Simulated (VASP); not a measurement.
# SnO2 in VASP: a series of runs, part 2 of 2

VASP 6.6.1.

**5. Relaxation of cell and atoms, PBE**

File INCAR:

```
PREC     = Accurate       # precision mode
ENCUT    = 600            # plane-wave cutoff, eV
EDIFF    = 1E-6           # SCF threshold, eV
ISMEAR   = 0              # smearing method
SIGMA    = 0.1            # smearing width, eV
LREAL    = False          # projectors in reciprocal space
LASPH    = True           # aspherical terms in the spheres
NELM     = 100            # most SCF steps
ALGO     = Normal         # electronic algorithm
ISIF     = 3              # what is computed and relaxed
LWAVE    = False          # write WAVECAR
LCHARG   = False          # write CHGCAR
GGA      = PE             # functional
IBRION   = 2              # ionic algorithm
NSW      = 90             # ionic steps
EDIFFG   = -0.04          # ionic threshold
```

File KPOINTS:

```
Automatic mesh
0
Gamma
  4 4 6
```

File POSCAR:

```
SnO2
1.0
    4.7648180450      0.0000000000      0.0000000000
    0.0000000000      4.7648180450      0.0000000000
    0.0000000000      0.0000000000      3.2074997700
Sn O
2 4
Direct
    0.5000000000      0.5000000000      0.5000000000
    0.0000000000      0.0000000000      0.0000000000
    0.1940277000      0.8059723000      0.5000000000
    0.8059723000      0.1940277000      0.5000000000
    0.3059723000      0.3059723000      0.0000000000
    0.6940277000      0.6940277000      0.0000000000
```

Potentials or basis: VASP PAW PBE potentials, release 64 (Sn_d, O).

Started as:

```
> cat potpaw_PBE.64/Sn_d/POTCAR potpaw_PBE.64/O/POTCAR > POTCAR
> mpirun -np 1 vasp_std > vasp.out
```

OUTCAR:

```text
PREC = Accurate
   ENCUT = 600
   EDIFF = 1E-6
   ISMEAR = 0
   LREAL = False
   LASPH = True
   NELM = 100
   ISIF = 3
   GGA = PE
   IBRION = 2
   NSW = 90
   EDIFFG = -0.04

 ion  position               nearest neighbor table
   1  0.500  0.500  0.500-   3 2.06   4 2.06   5 2.07   6 2.07   5 2.07   6 2.07   2 3.73   2 3.73
                             2 3.73   2 3.73   2 3.73   2 3.73   2 3.73   2 3.73
   2  0.000  0.000  0.000-   5 2.06   6 2.06   3 2.07   4 2.07   3 2.07   4 2.07   1 3.73   1 3.73
                             1 3.73   1 3.73   1 3.73   1 3.73   1 3.73   1 3.73
   3  0.194  0.806  0.500-   1 2.06   2 2.07   2 2.07
   4  0.806  0.194  0.500-   1 2.06   2 2.07   2 2.07
   5  0.306  0.306  0.000-   2 2.06   1 2.07   1 2.07
   6  0.694  0.694  0.000-   2 2.06   1 2.07   1 2.07

  LATTYP: Found a simple tetragonal cell.
 ALAT       =     4.7648180450
 C/A-ratio  =     0.6731631176

  Lattice vectors:

 A1 = (   4.7648180450,   0.0000000000,   0.0000000000)
 A2 = (   0.0000000000,   4.7648180450,   0.0000000000)
 A3 = (   0.0000000000,   0.0000000000,   3.2074997700)

Analysis of symmetry for initial positions (statically):
=====================================================================
 Subroutine PRICEL returns:
 Original cell was already a primitive cell.

 Routine SETGRP: Setting up the symmetry group for a
 simple tetragonal supercell.

 Subroutine GETGRP returns: Found 16 space group operations
 (whereof  8 operations were pure point group operations)
 out of a pool of 16 trial point group operations.

The static configuration has the point symmetry D_2h.
 The point group associated with its full space group is D_4h.

Analysis of symmetry for dynamics (positions and initial velocities):
=====================================================================
 Subroutine PRICEL returns:
 Original cell was already a primitive cell.

 Routine SETGRP: Setting up the symmetry group for a
 simple tetragonal supercell.

[... 121 lines left out ...]
   TEBEG  =    0.0;   TEEND  =   0.0 temperature during run
   PSTRESS=    0.0 pullay stress
   NELECT =      52.0000    total number of electrons
   NUPDOWN=      -1.0000    fix difference up-down
   EMIN   =  10.00;   EMAX   =-10.00  energy-range for DOS
   EFERMI =   0.00;   METHOD = LEGACY
   ISMEAR =     0;   SIGMA  =   0.10  broadening in eV -4-tet -1-fermi 0-gaus
   EFERMI_NEDOS =   21; number of points for ismear=-14 and -15
   IALGO  =     38    algorithm
   IMIX   =      4    mixing-type and parameters
     AMIX     =   0.40;   BMIX     =  1.00
     AMIX_MAG =   1.60;   BMIX_MAG =  1.00
  volume/ion in A,a.u.               =      12.14        81.90
  Fermi-wavevector in a.u.,A,eV,Ry     =   1.463265  2.765169 29.132021  2.141143
  Thomas-Fermi vector in A             =   2.579380
   LORBIT       =      0    0 simple, 1 ext, 2 COOP (PROOUT), +10 PAW based schemes
   GGA     = PE    functional components
   LHFCALC =     F    Hartree Fock is set to
   AEXX    =    0.0000 exact exchange contribution
   IVDW    =     0    specifies the selected vdW correction
   LEPSILON=     F    determine dielectric tensor
   LRPA    =     F    only Hartree local field effects (RPA)
 conjugate gradient relaxation of ions
 non-spin polarized calculation
 Gauss-broadening in eV      SIGMA  =   0.10
  energy-cutoff  :      600.00
  volume of cell :       72.82
 maximum number of plane-waves:      2449
 NGX is ok and might be reduce to    40
   NGX = 19   NGY = 19   NGZ = 13

--------------------------------------- Ionic step        1  -------------------------------------------

 number of electron      52.0000006 magnetization

 Free energy of the ion-electron system (eV)
  ---------------------------------------------------
  ext. energy  EPLUGINS =         0.00000000
  ---------------------------------------------------
  free energy    TOTEN  =       -37.25271632 eV

  energy without entropy =      -37.25271632  energy(sigma->0) =      -37.25271632

------------------------ aborting loop because EDIFF is reached ----------------------------------------

  FORCE on cell =-STRESS in cart. coord.  units (eV):
  Direction    XX          YY          ZZ          XY          YZ          ZX
  --------------------------------------------------------------------------------------
  -------------------------------------------------------------------------------------
  Total        3.0843806      3.0843806      3.7302794      0.0000000      0.0000000      0.0000000
  in kB       67.8608451     67.8608451     82.0715562      0.0000000      0.0000000      0.0000000
  external PRESSURE =      72.5977488 kB  Pullay stress =       0.0000000 kB
[... 147 lines left out ...]
--------------------------------------- Ionic step        5  -------------------------------------------

 number of electron      52.0000001 magnetization

 Free energy of the ion-electron system (eV)
  ---------------------------------------------------
  ext. energy  EPLUGINS =         0.00000000
  ---------------------------------------------------
  free energy    TOTEN  =       -37.31279595 eV

  energy without entropy =      -37.31279591  energy(sigma->0) =      -37.31279593

 E-fermi :   5.8404     XC(G=0): -10.9710

 val. band max:        5.5183799964   @ k =   0.0000   0.0000   0.0000
 cond. band min:       6.1624259041   @ k =   0.0000   0.0000   0.0000
 fundamental gap:      0.6440459078
 Fermi energy:         5.8403924293

 k-point     1 :       0.0000    0.0000    0.0000
  band No.  band energies     occupation
      1     -15.5159      2.00000
      2     -14.8503      2.00000
      3     -14.6653      2.00000
      4     -14.6375      2.00000
      5     -14.6375      2.00000
      6     -14.5753      2.00000
[... 838 lines left out ...]
  FREE ENERGIE OF THE ION-ELECTRON SYSTEM (eV)
  ---------------------------------------------------
  free  energy   TOTEN  =       -37.3127959451 eV

  energy  without entropy=      -37.3127959083  energy(sigma->0) =      -37.31279593

 reached required accuracy - stopping structural energy minimisation
```

Wall time 6 min (1 thread of AMD EPYC 7R13, shared host); peak memory 0.21 GiB.

What came out:

```
Free energy                           : -37.3128 eV
Relaxed volume                        : 12.59 Å³/atom
Relaxed cell                          : a = 4.826 Å, b = 4.826 Å, c = 3.245 Å, α = 90.00°, β = 90.00°, γ = 90.00°
Space group after relaxing (to 0.1 Å) : P4_2/mnm (No. 136)
Energy gained by relaxing             : 10.0 meV/atom
Ionic steps                           : 5
Pressure after relaxing               : 0.1 GPa
Largest force after relaxing          : 0.009 eV/Å
Band gap on the k mesh                : 0.64 eV
```

Forces in eV/Å, atoms in the order of the input:
```
Sn   0.000  0.000  0.000
Sn   0.000  0.000  0.000
O   -0.007  0.007  0.000
O    0.007 -0.007  0.000
O    0.007  0.007  0.000
O   -0.007 -0.007  0.000
```

Stress tensor (GPa, compression positive):
```
 0.21  0.00  0.00
 0.00  0.21  0.00
 0.00  0.00 -0.10
```

Step by step:
| step | energy change (eV) | largest force (eV/Å) | pressure (GPa) | volume (Å³) |
| --- | --- | --- | --- | --- |
| 1 | 0.0000 | 0.0404 | 7.26 | 72.82 |
| 2 | 0.0190 | 0.2346 | -6.98 | 78.77 |
| 3 | -0.0583 | 0.1009 | 0.02 | 75.49 |
| 4 | -0.0583 | 0.0983 | 0.15 | 75.44 |
| 5 | -0.0601 | 0.0094 | 0.10 | 75.55 |

Final structure:
```
CELL_PARAMETERS angstrom
4.82555 0.00000 0.00000
0.00000 4.82555 0.00000
0.00000 0.00000 3.24455
ATOMIC_POSITIONS crystal
Sn 0.50000 0.50000 0.50000
Sn 0.00000 0.00000 0.00000
O 0.19354 0.80646 0.50000
O 0.80646 0.19354 0.50000
O 0.30646 0.30646 0.00000
O 0.69354 0.69354 0.00000
```

Caveat: spin-orbit coupling is left out, which moves the levels of the heavy elements.

**6. Single point, PBE**

This run uses another cell than the first one, of 12.58 Å³/atom.

File INCAR:

```
PREC = Accurate
ENCUT = 520
EDIFF = 1E-6
ISMEAR = 0
SIGMA = 0.02
LREAL = F
LASPH = T
NELM = 100
ALGO = Normal
ISIF = 2
LWAVE = F
LCHARG = T
GGA = PE
LELF = T
LVHAR = T
NBANDS = 35
```

File KPOINTS:

```
Automatic mesh
0
Gamma
  6 6 8
```

File POSCAR:

```
SnO2
1.0
    4.8265233155      0.0000000000      0.0000000000
    0.0000000000      4.8283728381      0.0000000000
    0.0000000000      0.0000000000      3.2381607941
Sn O
2 4
Direct
    0.5000000000      0.5000000000      0.5000000000
    0.0000000000      0.0000000000      0.0000000000
    0.3064970462      0.3066610207      0.0000000000
    0.8064970462      0.1933389793      0.5000000000
    0.1935029538      0.8066610207      0.5000000000
    0.6935029538      0.6933389793      0.0000000000
```

Potentials or basis: VASP PAW PBE potentials, release 64 (Sn_d, O).

Started as:

```
> cat potpaw_PBE.64/Sn_d/POTCAR potpaw_PBE.64/O/POTCAR > POTCAR
> mpirun -np 1 vasp_std > vasp.out
```

Wall time 5.1 min (1 thread of AMD EPYC 7R13, shared host); peak memory 0.26 GiB.

It converged, with:

```yaml
Free_energy: -37.3110 eV
Pressure: 0.6 GPa
Largest_force: 0.017 eV/Å
Band_gap_on_the_k_mesh: 0.67 eV
```

Forces in eV/Å, atoms in the order of the input:
```
Sn   0.000  0.000  0.000
Sn   0.000  0.000  0.000
O   -0.012 -0.012  0.000
O   -0.012  0.012  0.000
O    0.012 -0.012  0.000
O    0.012  0.012  0.000
```

Stress tensor (GPa, compression positive):
```
0.52 0.00 0.00
0.00 0.50 0.00
0.00 0.00 0.80
```

Levels at points of the mesh, in eV from the valence-band top:
```csv
k point,band 22,band 23,band 24,band 25,band 26,band 27,band 28,band 29,band 30,band 31
"(0.00, 0.00, 0.00)",-1.26,-1.26,-0.74,-0.74,0.00,0.67,5.69,6.06,6.06,10.12
"(0.50, 0.00, 0.00)",-1.90,-1.21,-1.21,-0.61,-0.61,3.88,3.88,6.80,6.80,10.40
"(0.00, 0.50, 0.00)",-1.90,-1.21,-1.21,-0.61,-0.61,3.88,3.88,6.81,6.81,10.40
"(0.50, 0.50, 0.00)",-1.87,-1.33,-1.33,-0.85,-0.85,4.27,4.27,7.15,7.15,10.48
"(0.00, 0.00, 0.50)",-2.57,-1.53,-1.53,-1.18,-1.18,5.59,5.59,9.36,9.36,10.31
"(0.50, 0.00, 0.50)",-1.66,-1.02,-1.02,-0.75,-0.75,5.85,5.85,7.60,7.60,10.57
"(0.00, 0.50, 0.50)",-1.66,-1.02,-1.02,-0.75,-0.75,5.85,5.85,7.60,7.60,10.58
"(0.50, 0.50, 0.50)",-2.43,-0.92,-0.92,-0.78,-0.78,4.35,4.35,8.61,8.61,10.57
```

Caveat: spin-orbit coupling is left out, which moves the levels of the heavy elements.

**7. Relaxation of cell and atoms, PBE**

This run uses another cell than the first one, of 12.57 Å³/atom.

File INCAR:

```
ALGO = Normal
EDIFF = 1E-7
EDIFFG = -0.01
ENCUT = 600
GGA = PE
IBRION = 2
ISIF = 3
ISMEAR = 0
LASPH = T
LCHARG = F
LREAL = F
LWAVE = F
NELM = 100
NSW = 100
PREC = Accurate
SIGMA = 0.02
```

File KPOINTS:

```
k-points
0
Gamma
  6 6 8
```

File POSCAR:

```
SnO2
1.0
    4.8234121134      0.0000000000      0.0000000000
    0.0000000000      4.8234121134      0.0000000000
    0.0000000000      0.0000000000      3.2406037267
Sn O
2 4
Direct
    0.5000000000      0.5000000000      0.5000000000
    0.0000000000      0.0000000000      0.0000000000
    0.1936276785      0.8063723215      0.5000000000
    0.8063723215      0.1936276785      0.5000000000
    0.3063723215      0.3063723215      0.0000000000
    0.6936276785      0.6936276785      0.0000000000
```

Potentials or basis: VASP PAW PBE potentials, release 64 (Sn_d, O).

Started as:

```
> cat potpaw_PBE.64/Sn_d/POTCAR potpaw_PBE.64/O/POTCAR > POTCAR
> mpirun -np 1 vasp_std > vasp.out
```

OUTCAR:

```text
EDIFF = 1E-7
   EDIFFG = -0.01
   ENCUT = 600
   GGA = PE
   IBRION = 2
   ISIF = 3
   ISMEAR = 0
   LASPH = T
   LREAL = F
   NELM = 100
   NSW = 100
   PREC = Accurate

 ion  position               nearest neighbor table
   1  0.500  0.500  0.500-   3 2.09   4 2.09   5 2.09   6 2.09   5 2.09   6 2.09
   2  0.000  0.000  0.000-   5 2.09   6 2.09   3 2.09   4 2.09   3 2.09   4 2.09
   3  0.194  0.806  0.500-   1 2.09   2 2.09   2 2.09
   4  0.806  0.194  0.500-   1 2.09   2 2.09   2 2.09
   5  0.306  0.306  0.000-   2 2.09   1 2.09   1 2.09
   6  0.694  0.694  0.000-   2 2.09   1 2.09   1 2.09

  LATTYP: Found a simple tetragonal cell.
 ALAT       =     4.8234121134
 C/A-ratio  =     0.6718488179

  Lattice vectors:

 A1 = (   4.8234121134,   0.0000000000,   0.0000000000)
 A2 = (   0.0000000000,   4.8234121134,   0.0000000000)
 A3 = (   0.0000000000,   0.0000000000,   3.2406037267)

Analysis of symmetry for initial positions (statically):
=====================================================================
 Subroutine PRICEL returns:
 Original cell was already a primitive cell.

 Routine SETGRP: Setting up the symmetry group for a
[... 186 lines left out ...]
  --------------------------------------------------------------------------------------
  -------------------------------------------------------------------------------------
  Total        0.2398449      0.2398449      0.2235362     -0.0000000      0.0000000      0.0000000
  in kB        5.0969040      5.0969040      4.7503307     -0.0000000      0.0000000      0.0000000
  external PRESSURE =       4.9813795 kB  Pullay stress =       0.0000000 kB
[... 147 lines left out ...]
--------------------------------------- Ionic step        5  -------------------------------------------

 number of electron      52.0000001 magnetization

 Free energy of the ion-electron system (eV)
  ---------------------------------------------------
  ext. energy  EPLUGINS =         0.00000000
  ---------------------------------------------------
  free energy    TOTEN  =       -37.32033140 eV

  energy without entropy =      -37.32033140  energy(sigma->0) =      -37.32033140

 E-fermi :   5.6031     XC(G=0): -10.9653

 val. band max:        5.5062608745   @ k =   0.0000   0.0000   0.0000
 cond. band min:       6.1479277286   @ k =   0.0000   0.0000   0.0000
 fundamental gap:      0.6416668541
 Fermi energy:         5.6030712776

 k-point     1 :       0.0000    0.0000    0.0000
  band No.  band energies     occupation
      1     -15.5259      2.00000
      2     -14.8646      2.00000
      3     -14.6769      2.00000
      4     -14.6492      2.00000
      5     -14.6492      2.00000
      6     -14.5854      2.00000
[... 805 lines left out ...]
     30      13.8839      0.00000
     31      14.5292      0.00000

 [... further k-points ...]

------------------------ aborting loop because EDIFF is reached ----------------------------------------

  FORCE on cell =-STRESS in cart. coord.  units (eV):
  Direction    XX          YY          ZZ          XY          YZ          ZX
  --------------------------------------------------------------------------------------
  -------------------------------------------------------------------------------------
  Total        0.0049200      0.0049200     -0.0144073     -0.0000000      0.0000000      0.0000000
  in kB        0.1042372      0.1042372     -0.3052390     -0.0000000      0.0000000      0.0000000
  external PRESSURE =      -0.0322549 kB  Pullay stress =       0.0000000 kB
[... 21 lines left out ...]
  FREE ENERGIE OF THE ION-ELECTRON SYSTEM (eV)
  ---------------------------------------------------
  free  energy   TOTEN  =       -37.3203314012 eV

  energy  without entropy=      -37.3203314012  energy(sigma->0) =      -37.32033140

 reached required accuracy - stopping structural energy minimisation
```

OSZICAR:

```text
N       E                     dE             d eps       ncg     rms          rms(c)
DAV:   1     0.690124696779E+03    0.69012E+03   -0.28376E+04  3333   0.281E+03
[... 45 lines left out ...]
DAV:   1    -0.373203613136E+02   -0.73299E-04   -0.17254E-02  3115   0.904E-01    0.581E-02
DAV:   2    -0.373203646237E+02   -0.33101E-05   -0.73061E-04  3818   0.230E-01    0.310E-02
DAV:   3    -0.373203340345E+02    0.30589E-04   -0.39686E-05  4581   0.854E-02    0.108E-02
DAV:   4    -0.373203317728E+02    0.22617E-05   -0.16648E-05  4571   0.368E-02    0.266E-03
DAV:   5    -0.373203315018E+02    0.27099E-06   -0.20343E-06  3579   0.132E-02    0.131E-03
DAV:   6    -0.373203313875E+02    0.11433E-06   -0.67318E-08  2145   0.313E-03    0.412E-04
DAV:   7    -0.373203314012E+02   -0.13749E-07   -0.34540E-08  1767   0.206E-03
   5 F= -.37320331E+02 E0= -.37320331E+02  d E =-.433901E-04
```

Wall time 13 min (1 thread of Oxide Virtual Turin-like, shared host); peak memory 0.25 GiB.

What came out:

```yaml
Free_energy: -37.3203 eV
Relaxed_volume: 12.60 Å³/atom
Relaxed_cell: a = 4.829 Å, b = 4.829 Å, c = 3.242 Å, α = 90.00°, β = 90.00°, γ = 90.00°
Space_group_after_relaxing_to_0.1_Å: P4_2/mnm (No. 136)
Energy_gained_by_relaxing: 0.1 meV/atom
Ionic_steps: 5
Pressure_after_relaxing: 0.0 GPa
Band_gap_on_the_k_mesh: 0.64 eV
```

The path:
| step | energy change (eV) | largest force (eV/Å) | pressure (GPa) | volume (Å³) |
| --- | --- | --- | --- | --- |
| 1 | 0.0000 | 0.0128 | 0.50 | 75.39 |
| 2 | 0.0000 | 0.0191 | -0.50 | 75.82 |
| 3 | -0.0003 | 0.0159 | -0.01 | 75.61 |
| 4 | -0.0003 | 0.0160 | -0.02 | 75.61 |
| 5 | -0.0004 | 0.0004 | 0.00 | 75.62 |

Final structure:
```cif
data_structure
_symmetry_space_group_name_H-M 'P 1'
_symmetry_Int_Tables_number 1
_cell_length_a 4.8293
_cell_length_b 4.8293
_cell_length_c 3.2425
_cell_angle_alpha 90.000
_cell_angle_beta 90.000
_cell_angle_gamma 90.000
_cell_volume 75.62
loop_
_atom_site_label
_atom_site_type_symbol
_atom_site_fract_x
_atom_site_fract_y
_atom_site_fract_z
_atom_site_occupancy
Sn1 Sn 0.50000 0.50000 0.50000 1
Sn2 Sn 0.00000 0.00000 0.00000 1
O1 O 0.19347 0.80653 0.50000 1
O2 O 0.80653 0.19347 0.50000 1
O3 O 0.30653 0.30653 0.00000 1
O4 O 0.69347 0.69347 0.00000 1
```

Caveat: spin-orbit coupling is left out, which moves the levels of the heavy elements.

**8. Overview**

```csv
task,cell,k mesh,cutoff (eV),smearing,gap on the mesh (eV),pressure (GPa),relaxed volume (Å³/atom),largest force (eV/Å)
single point,"a = 4.765, b = 4.765, c = 3.207 Å, 6 atoms",4 × 4 × 6,520,gaussian 0.1 eV,1.04,7.4,-,0.04
single point,"a = 4.823, b = 4.823, c = 3.241 Å, 6 atoms",4 × 4 × 6,520,gaussian 0.1 eV,0.67,0.7,-,0.01
single point,"a = 4.827, b = 4.827, c = 3.239 Å, 6 atoms",6 × 6 × 8,520,gaussian 0.02 eV,0.67,0.6,-,0.02
relaxation of cell and atoms,"relaxed from a = 4.765, b = 4.765, c = 3.207 Å, 6 atoms",4 × 4 × 6,600,gaussian 0.1 eV,0.64,0.1,12.59,0.01
single point,"a = 4.827, b = 4.828, c = 3.238 Å, 6 atoms",6 × 6 × 8,520,gaussian 0.02 eV,0.67,0.6,-,0.02
relaxation of cell and atoms,"relaxed from a = 4.823, b = 4.823, c = 3.241 Å, 6 atoms",6 × 6 × 8,600,gaussian 0.02 eV,0.64,0.0,12.60,-
```

Alike in all rows: level PBE; potentials or basis VASP PAW PBE potentials, release 64 (Sn_d, O); no spin polarisation.

Caveats: spin-orbit coupling is left out, which moves the levels of the heavy elements; the cell stands under pressure (at least some runs).

Absolute energies hang on the potentials; compare differences alone.
